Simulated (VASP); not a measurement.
Crystal: C.

```
C
1.0
     2.47000    0.00000    0.00000
    -1.23500    2.13908    0.00000
     0.00000    0.00000    6.79000
C
4
Direct
  0.00000 0.00000 0.00000
  0.00000 0.00000 0.50000
  0.33333 0.66667 0.00500
  0.66667 0.33333 0.50500
```

- Program: VASP 6.6.1
- Task: relaxation of cell and atoms
- Functional: PBEsol
- Potentials or basis: VASP PAW PBE potentials, release 64 (C_h)
- Cutoff: 910 eV
- k mesh: 14 × 14 × 6
- Occupations: fermi-dirac, width 0.1 eV
- Spin: no spin polarisation

At the start: pressure -3.5 GPa; volume 8.97 Å³/atom.

Question: How do energy, volume and symmetry change on relaxing?

Answer: Over 33 steps the energy falls by 6.9 meV/atom and the volume is 9.16 Å³/atom (+2.2 %); space group P6_3/mmc (No. 194, to 0.1 Å) before and after.

The path:
```csv
step,energy change (eV),largest force (eV/Å),pressure (GPa),volume (Å³)
1,0.0000,0.5712,-3.52,35.88
2,0.0145,0.3533,9.57,34.86
3,-0.0224,0.1634,2.03,35.43
4,-0.0219,0.1817,-1.76,35.82
5,-0.0254,0.0036,0.18,35.62
6,-0.0256,0.0087,0.24,35.67
7,-0.0263,0.0244,0.40,35.83
8,-0.0269,0.0560,0.72,36.14
9,-0.0271,0.0515,0.58,36.18
10,-0.0274,0.0381,0.19,36.30
11,-0.0275,0.0110,-0.60,36.55
12,-0.0275,0.0203,-0.33,36.46
13,-0.0276,0.0085,-0.26,36.50
14,-0.0277,0.0220,-0.08,36.58
15,-0.0277,0.0154,0.01,36.59
16,-0.0277,0.0113,0.09,36.59
17,-0.0277,0.0102,0.12,36.59
18,-0.0277,0.0027,0.05,36.60
19,-0.0277,0.0017,0.01,36.61
20,-0.0277,0.0014,0.01,36.61
21,-0.0277,0.0012,0.01,36.61
22,-0.0277,0.0005,0.00,36.62
23,-0.0277,0.0008,-0.03,36.63
24,-0.0277,0.0035,-0.07,36.66
25,-0.0277,0.0027,-0.06,36.65
26,-0.0277,0.0028,-0.06,36.65
27,-0.0277,0.0028,-0.05,36.65
28,-0.0277,0.0030,-0.04,36.65
29,-0.0277,0.0033,-0.02,36.66
30,-0.0277,0.0032,-0.02,36.66
31,-0.0277,0.0033,-0.02,36.66
32,-0.0277,0.0028,-0.01,36.66
33,-0.0277,0.0012,0.00,36.66
```

Final structure:
```
C
1.0
     2.45887    0.00000    0.00000
    -1.22943    2.12944    0.00000
     0.00000    0.00000    7.00128
C
4
Cartesian
  0.0000 0.0000 0.0175
  0.0000 0.0000 3.5181
  0.0000 1.4196 0.0175
  1.2294 0.7098 3.5182
```

Caveat: the cutoff is under 1.25 times the usual one of these potentials, so pressure, stress and relaxed cells hold a basis-set (Pulay) error; this functional lacks dispersion, which binds the layers, so the pressure and a relaxed spacing across them are unreliable; the PAW data sets were made with another functional, which shifts forces and pressure a little.
